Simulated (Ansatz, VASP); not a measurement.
# One calculation of HfO2, two programs

```
CELL_PARAMETERS angstrom
4.83820 0.00000 0.00000
0.00000 4.83820 0.00000
0.00000 0.00000 3.22035
ATOMIC_POSITIONS crystal
Hf 0.00000 0.00000 0.00000
Hf 0.50000 0.50000 0.50000
O 0.19492 0.80508 0.50000
O 0.30508 0.30508 0.00000
O 0.69492 0.69492 0.00000
O 0.80508 0.19492 0.50000
```

Alike in both runs: functional r2SCAN; k mesh 6 × 6 × 8; occupations gaussian, width 0.02 eV; no spin polarisation.

Ansatz relaxed the structure, and its values are those at the end. VASP's run is a single point on that final structure, the one shown.

|  | VASP | Ansatz |
| --- | --- | --- |
| version | VASP 6.6.1 | Ansatz 0.2.0 |
| potentials or method | VASP PAW PBE potentials, release 64 (Hf_pv, O), cutoff 520 eV | scalar-relativistic, plane waves, PAW |
| valence electrons in the cell | 44 | 76 |

```tsv
	VASP	Ansatz	Ansatz less VASP
gap on the k mesh at the Fermi level (eV)	4.47	4.53	+0.061
least direct gap on the mesh (eV)	4.47	4.53	+0.061
pressure (GPa)	-3.2	0.0	+3.20
rms of the force components (eV/Å)	0.024	0.000	-0.0243
```

VASP's potentials were made for PBE, not for r2SCAN. VASP's potentials hold 44 valence electrons a cell and Ansatz's 76, so a difference there can come from the potentials and not from the codes.

Spin-orbit coupling is off throughout.
